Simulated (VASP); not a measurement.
# Al (I4/mmm) in VASP: further runs

Al is run at these levels: r2SCAN; tasks: single point.

Program: VASP 6.6.1. These are calculated values, not measurements. Logs are shortened: lines on timing, memory, paths and dates and some standing lists are left out, and cuts for length are marked.

## 1. The cell of the first run

It takes space group I4/mmm (No. 139, tetragonal). Conventional cell: a = 3.023 Å, b = 3.023 Å, c = 3.103 Å, α = 90.00°, β = 90.00°, γ = 90.00°. Al (site symmetry 4/mmm) has 14 Al at 2.64 to 3.10 Å within 3.5 Å.

## 2. Single point, r2SCAN (strain -0.050 along x and y, -0.025 along z)

The input, POSCAR:

```
Al
1.0
   -1.5116577555      1.5116577555      1.5514382228
    1.5116577555     -1.5116577555      1.5514382228
    1.5116577555      1.5116577555     -1.5514382228
Al
1
Direct
    0.0000000000      0.0000000000      0.0000000000
```

The input, INCAR.step1:

```
SYSTEM = Al
ALGO = Normal ; EDIFF = 1E-4
ENCUT = 520 ; GGA = PE
ISMEAR = 0 ; LASPH = .True.
LCHARG = .False. ; LREAL = .False.
LWAVE = .True. ; NBANDS = 8
NELM = 60 ; PREC = Accurate
SIGMA = 0.15
```

The input, INCAR.step2:

```
SYSTEM = Al
ALGO = Normal ; EDIFF = 1E-6
ENCUT = 520 ; ISIF = 2
ISMEAR = 0 ; ISTART = 1
LASPH = .True. ; LCHARG = .True.
LELF = .True. ; LMIXTAU = .True.
LREAL = .False. ; LVHAR = .True.
LWAVE = .False. ; METAGGA = R2SCAN
NBANDS = 8 ; NELM = 60
PREC = Accurate ; SIGMA = 0.15
```

The input, KPOINTS:

```
k-points
0
Gamma
  20 20 20
  0 0 0
```

Potentials or basis: VASP PAW PBE potentials, release 64 (Al).

Run with:

```
> cat potpaw_PBE.64/Al/POTCAR > POTCAR
> cp INCAR.step1 INCAR
> mpirun -np 1 vasp_std > vasp.out
> cp INCAR.step2 INCAR
> mpirun -np 1 vasp_std > vasp.out
```

OUTCAR:

```text
SYSTEM = Al
   EDIFF = 1E-6
   ENCUT = 520
   ISIF = 2
   ISMEAR = 0
   ISTART = 1
   LASPH = .True.
   LREAL = .False.
   METAGGA = R2SCAN
   NELM = 60
   PREC = Accurate

 ion  position               nearest neighbor table
   1  0.000  0.000  0.000-

  LATTYP: Found a body centered tetragonal cell.
 ALAT       =     3.0233155110
 C/A-ratio  =     1.0263157895

  Lattice vectors:

 A1 = (  -1.5116577555,   1.5116577555,   1.5514382228)
 A2 = (   1.5116577555,  -1.5116577555,   1.5514382228)
 A3 = (   1.5116577555,   1.5116577555,  -1.5514382228)

Analysis of symmetry for initial positions (statically):
=====================================================================
 Subroutine PRICEL returns:
 Original cell was already a primitive cell.

 Routine SETGRP: Setting up the symmetry group for a
 body centered tetragonal supercell.

 Subroutine GETGRP returns: Found 16 space group operations
 (whereof 16 operations were pure point group operations)
 out of a pool of 16 trial point group operations.

The static configuration has the point symmetry D_4h.

Analysis of symmetry for dynamics (positions and initial velocities):
=====================================================================
 Subroutine PRICEL returns:
 Original cell was already a primitive cell.

 Routine SETGRP: Setting up the symmetry group for a
 body centered tetragonal supercell.

 Subroutine GETGRP returns: Found 16 space group operations
 (whereof 16 operations were pure point group operations)
 out of a pool of 16 trial point group operations.

The dynamic configuration has the point symmetry D_4h.

 Subroutine INISYM returns: Found 16 space group operations
 (whereof 16 operations are pure point group operations),
 and found     1 'primitive' translations

----------------------------------------------------------------------------------------

                                     Primitive cell

  volume of cell :      14.1808

  direct lattice vectors                    reciprocal lattice vectors
    -1.511657755  1.511657755  1.551438223     0.000000000  0.330762700  0.322281605
     1.511657755 -1.511657755  1.551438223     0.330762700  0.000000000  0.322281605
     1.511657755  1.511657755 -1.551438223     0.330762700  0.330762700  0.000000000

  length of vectors
     2.641435007  2.641435007  2.641435007     0.461810996  0.461810996  0.467769096

  position of ions in fractional coordinates (direct lattice)
     0.000000000  0.000000000  0.000000000

[... 72 lines left out ...]
   LASPH  =      T    aspherical Exc in radial PAW
   ENCUT  =  520.0 eV  38.22 Ry    6.18 a.u.   4.91  4.91  4.91*2*pi/ulx,y,z
   NELM   =     60;   NELMIN=  2; NELMDL=  0     # of ELM steps
   EDIFF  = 0.1E-05   stopping-criterion for ELM
   LREAL  =      F    real-space projection
   EDIFFG = 0.1E-04   stopping-criterion for IOM
   NSW    =      0    number of steps for IOM
   IBRION =     -1    ionic relax: 0-MD 1-quasi-New 2-CG
   NFREE  =      0    steps in history (QN), initial steepest desc. (CG)
   ISIF   =      2    stress and relaxation
   ISYM   =      2    0-nonsym 1-usesym 2-fastsym
   POTIM  = 0.5000    time-step for ionic-motion
   TEBEG  =    0.0;   TEEND  =   0.0 temperature during run
   PSTRESS=    0.0 pullay stress
   NELECT =       3.0000    total number of electrons
   NUPDOWN=      -1.0000    fix difference up-down
   EMIN   =  10.00;   EMAX   =-10.00  energy-range for DOS
   EFERMI =   0.00;   METHOD = LEGACY
   ISMEAR =     0;   SIGMA  =   0.15  broadening in eV -4-tet -1-fermi 0-gaus
   EFERMI_NEDOS =   21; number of points for ismear=-14 and -15
   IALGO  =     38    algorithm
   IMIX   =      4    mixing-type and parameters
     AMIX     =   0.40;   BMIX     =  1.00
     AMIX_MAG =   1.60;   BMIX_MAG =  1.00
  volume/ion in A,a.u.               =      14.18        95.70
  Fermi-wavevector in a.u.,A,eV,Ry     =   0.975472  1.843375 12.946562  0.951545
  Thomas-Fermi vector in A             =   2.106014
   LORBIT       =      0    0 simple, 1 ext, 2 COOP (PROOUT), +10 PAW based schemes
   METAGGA = R2SCAN    functional components
   LHFCALC =     F    Hartree Fock is set to
   AEXX    =    0.0000 exact exchange contribution
   IVDW    =     0    specifies the selected vdW correction
   LEPSILON=     F    determine dielectric tensor
   LRPA    =     F    only Hartree local field effects (RPA)
 non-spin polarized calculation
 Gauss-broadening in eV      SIGMA  =   0.15
  energy-cutoff  :      520.00
  volume of cell :       14.18
 maximum number of plane-waves:       398
   NGX =  9   NGY =  9   NGZ =  9

 number of electron       3.0000000 magnetization

 Free energy of the ion-electron system (eV)
  ---------------------------------------------------
  ext. energy  EPLUGINS =         0.00000000
  ---------------------------------------------------
  free energy    TOTEN  =        -6.55018977 eV

  energy without entropy =       -6.54593197  energy(sigma->0) =       -6.54806087

 E-fermi :   9.7184     XC(G=0): -11.4887

 val. band max:        9.7116796261   @ k =  -0.3000   0.5000   0.0500
 cond. band min:       9.7273798805   @ k =  -0.4500  -0.4500   0.3500
 fundamental gap:      0.0157002544
 Fermi energy:         9.7184273886

 k-point     1 :       0.0000    0.0000    0.0000
  band No.  band energies     occupation
      1      -3.2664      2.00000
      2      24.4974      0.00000
      3      24.4974      0.00000
      4      25.2098      0.00000
      5      27.7866      0.00000
      6      27.9267      0.00000
      7      28.2137      0.00000
      8      28.2137      0.00000
[... 243 lines left out ...]
 k-point    24 :      -0.3500    0.0500    0.0000
  band No.  band energies     occupation
      1       0.2898      2.00000
      2      11.3376      0.00000
      3      18.9876      0.00000
      4      20.5801      0.00000
      5      23.1817      0.00000
      6      24.9134      0.00000
      7      29.9259      0.00000
      8      32.9796      0.00000

 [... further k-points ...]
[... 5 lines left out ...]
  --------------------------------------------------------------------------------------
  -------------------------------------------------------------------------------------
  Total        1.1961173      1.1961173      1.3662318      0.0000000      0.0000000      0.0000000
  in kB      135.1396968    135.1396968    154.3595645      0.0000000      0.0000000      0.0000000
  external PRESSURE =     141.5463193 kB  Pullay stress =       0.0000000 kB

 VOLUME and BASIS-vectors are now :
 -----------------------------------------------------------------------------
  energy-cutoff  :      520.00
  volume of cell :       14.18
      direct lattice vectors                 reciprocal lattice vectors
    -1.511657755  1.511657755  1.551438223     0.000000000  0.330762700  0.322281605
     1.511657755 -1.511657755  1.551438223     0.330762700  0.000000000  0.322281605
     1.511657755  1.511657755 -1.551438223     0.330762700  0.330762700  0.000000000

 POSITION                                       TOTAL-FORCE (eV/Angst)
 -----------------------------------------------------------------------------------
      0.00000      0.00000      0.00000        -0.000000      0.000000     -0.000000
 -----------------------------------------------------------------------------------
    total drift:                                0.000000     -0.000000     -0.000000

  FREE ENERGIE OF THE ION-ELECTRON SYSTEM (eV)
  ---------------------------------------------------
  free  energy   TOTEN  =        -6.5501897741 eV

  energy  without entropy=       -6.5459319658  energy(sigma->0) =       -6.54806087
```

Wall time 85 s (1 thread of Intel Xeon 6975P-C (Granite Rapids), shared host); peak memory 0.17 GiB.

Results:

```
Free energy : -6.5502 eV
Pressure    : 14.2 GPa
```

Caveat: the cell differs from its parent crystal (strain -0.050 along x and y, -0.025 along z); the PAW data sets were made with another functional, which shifts forces and pressure a little.

## 3. Single point, r2SCAN (strain -0.050 along x and y, +0.000 along z)

The input, POSCAR:

```
Al
1.0
   -1.5116577555      1.5116577555      1.5912186900
    1.5116577555     -1.5116577555      1.5912186900
    1.5116577555      1.5116577555     -1.5912186900
Al
1
Direct
    0.0000000000      0.0000000000      0.0000000000
```

The input, INCAR.step1:

```
SYSTEM = Al
  PREC = Accurate
  ENCUT = 520
  ISMEAR = 0
  SIGMA = 0.15
  LREAL = .False.
  LASPH = .True.
  NELM = 80
  NBANDS = 8
  GGA = PE
  ALGO = Normal
  EDIFF = 1E-4
  LWAVE = .True.
  LCHARG = .False.
```

The input, INCAR.step2:

```
SYSTEM = Al
  PREC = Accurate
  ENCUT = 520
  EDIFF = 1E-7
  ISMEAR = 0
  SIGMA = 0.15
  LREAL = .False.
  LASPH = .True.
  NELM = 80
  ALGO = Normal
  ISIF = 2
  LWAVE = .False.
  LCHARG = .False.
  METAGGA = R2SCAN
  LMIXTAU = .True.
  NBANDS = 8
  ISTART = 1
```

The input, KPOINTS:

```
Automatic mesh
0
Gamma
  20 20 20
  0 0 0
```

Potentials or basis: VASP PAW PBE potentials, release 64 (Al).

Run with:

```
> cat potpaw_PBE.64/Al/POTCAR > POTCAR
> cp INCAR.step1 INCAR
> mpirun -np 1 vasp_std > vasp.out
> cp INCAR.step2 INCAR
> mpirun -np 1 vasp_std > vasp.out
```

OUTCAR:

```text
SYSTEM = Al
   PREC = Accurate
   ENCUT = 520
   EDIFF = 1E-7
   ISMEAR = 0
   LREAL = .False.
   LASPH = .True.
   NELM = 80
   ISIF = 2
   METAGGA = R2SCAN
   ISTART = 1

 ion  position               nearest neighbor table
   1  0.000  0.000  0.000-

  LATTYP: Found a body centered tetragonal cell.
 ALAT       =     3.0233155110
 C/A-ratio  =     1.0526315789

  Lattice vectors:

 A1 = (  -1.5116577555,   1.5116577555,   1.5912186900)
 A2 = (   1.5116577555,  -1.5116577555,   1.5912186900)
 A3 = (   1.5116577555,   1.5116577555,  -1.5912186900)
[... 435 lines left out ...]
      1       0.1225      2.00000
      2      10.8890      0.00000
      3      18.8738      0.00000
      4      20.1496      0.00000
      5      23.0020      0.00000
      6      24.3162      0.00000
      7      28.7910      0.00000
      8      32.4178      0.00000

 [... further k-points ...]
[... 5 lines left out ...]
  --------------------------------------------------------------------------------------
  -------------------------------------------------------------------------------------
  Total        0.8941750      0.8941750      1.1578393      0.0000000     -0.0000000      0.0000000
  in kB       98.5000112     98.5000112    127.5445917      0.0000000     -0.0000000      0.0000000
  external PRESSURE =     108.1815380 kB  Pullay stress =       0.0000000 kB

 VOLUME and BASIS-vectors are now :
 -----------------------------------------------------------------------------
  energy-cutoff  :      520.00
  volume of cell :       14.54
      direct lattice vectors                 reciprocal lattice vectors
    -1.511657755  1.511657755  1.591218690     0.000000000  0.330762700  0.314224565
     1.511657755 -1.511657755  1.591218690     0.330762700  0.000000000  0.314224565
     1.511657755  1.511657755 -1.591218690     0.330762700  0.330762700  0.000000000

 POSITION                                       TOTAL-FORCE (eV/Angst)
 -----------------------------------------------------------------------------------
      0.00000      0.00000      0.00000        -0.000000      0.000000     -0.000000
 -----------------------------------------------------------------------------------
    total drift:                                0.000000     -0.000000     -0.000000

  FREE ENERGIE OF THE ION-ELECTRON SYSTEM (eV)
  ---------------------------------------------------
  free  energy   TOTEN  =        -6.5820623621 eV

  energy  without entropy=       -6.5783341282  energy(sigma->0) =       -6.58019825
```

OSZICAR.step1:

```text
N       E                     dE             d eps       ncg     rms          rms(c)
DAV:   1    -0.204416111497E+01   -0.20442E+01   -0.88488E+02 10288   0.206E+02
DAV:   2    -0.358426603195E+01   -0.15401E+01   -0.14782E+01 14576   0.199E+01
DAV:   3    -0.359144928774E+01   -0.71833E-02   -0.71784E-02 12440   0.150E+00
DAV:   4    -0.359146714920E+01   -0.17861E-04   -0.17860E-04 15296   0.668E-02
DAV:   5    -0.359146719859E+01   -0.49386E-07   -0.49290E-07 12736   0.228E-03    0.150E+00
DAV:   6    -0.357442960518E+01    0.17038E-01   -0.15205E-03 11608   0.177E-01    0.862E-01
DAV:   7    -0.356261714951E+01    0.11812E-01   -0.46794E-03 11832   0.289E-01    0.168E-01
DAV:   8    -0.356261139847E+01    0.57510E-05   -0.19125E-05 13048   0.301E-02
   1 F= -.35626114E+01 E0= -.35604196E+01  d E =-.438367E-02
```

Wall time 79 s (1 thread of Intel Xeon 6975P-C (Granite Rapids), shared host); peak memory 0.17 GiB.

What came out:

| Item | Value |
| --- | --- |
| Free energy | -6.5821 eV |
| Pressure | 10.8 GPa |

Stress tensor (GPa, compression positive):
```
 9.85  0.00  0.00
 0.00  9.85  0.00
 0.00  0.00 12.75
```

Levels at points of the mesh, in eV from the Fermi level:
| k point | band 1 | band 2 | band 3 | band 4 |
| --- | --- | --- | --- | --- |
| (0.00, 0.00, 0.00) | -12.79 | 14.43 | 14.43 | 15.80 |
| (0.50, 0.00, 0.00) | -5.31 | -4.33 | 9.42 | 10.32 |
| (0.50, 0.50, 0.00) | -4.99 | -3.82 | 8.20 | 9.16 |
| (0.50, 0.50, 0.50) | 1.17 | 2.30 | 2.83 | 2.83 |

Caveat: the cell differs from its parent crystal (strain -0.050 along x and y, +0.000 along z); the PAW data sets were made with another functional, which shifts forces and pressure a little.
